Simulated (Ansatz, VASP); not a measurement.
## Ga3As2P: VASP beside Ansatz

```xyz
12
Lattice="0.0002 -4.0284 -0.0006 8.0554 -0.0005 -0.0001 -2.0147 2.0127 8.4066" Properties=species:S:1:pos:R:3 pbc="T T T"
Ga    2.0137   -2.0145    5.5355
Ga    6.0413   -2.0152    5.5350
Ga    2.0135   -2.0158   -0.0004
Ga    6.0416   -2.0147   -0.0002
Ga    0.0001   -0.0001    2.8711
Ga    4.0276   -0.0011    2.8705
P    -0.0001   -2.0145    4.2029
P     4.0274   -2.0155    4.2026
As    2.0130   -0.0007    6.9714
As    6.0406   -0.0014    6.9709
As    2.0136   -0.0017    1.4349
As    6.0417   -0.0006    1.4350
```

Change from the starting cell: cell x2, atoms moved at random (sigma 0.05 Å) and cell strained at random (1.5 %), then relaxed without symmetry.

Alike in both runs: functional PBE; k mesh 4 × 2 × 4; occupations gaussian, width 0.1 eV; no spin polarisation.

Ansatz relaxed the structure, and its values are those at the end. VASP's run is a single point on that final structure, the one shown.

|  | VASP | Ansatz |
| --- | --- | --- |
| version | VASP 6.6.1 | Ansatz 0.2.0 |
| potentials or method | VASP PAW PBE potentials, release 64 (Ga_d, P, As), cutoff 520 eV | scalar-relativistic, plane waves, PAW |
| valence electrons in the cell | 108 | 148 |

Ansatz gave:

| Property | Result |
| --- | --- |
| gap on the k mesh at the Fermi level (eV) | 0.55 |
| least direct gap on the mesh (eV) | 0.55 |
| pressure (GPa) | 0.0 |
| rms of the force components (eV/Å) | 0.002 |

Question: What did VASP give for the same quantities?

Answer: gap on the k mesh at the Fermi level (eV): 0.56; least direct gap on the mesh (eV): 0.56; pressure (GPa): 0.1; rms of the force components (eV/Å): 0.003.

The functional is the same, so the differences come from potentials, cutoffs and numerics. VASP's potentials hold 108 valence electrons a cell and Ansatz's 148, so a difference there can come from the potentials and not from the codes.
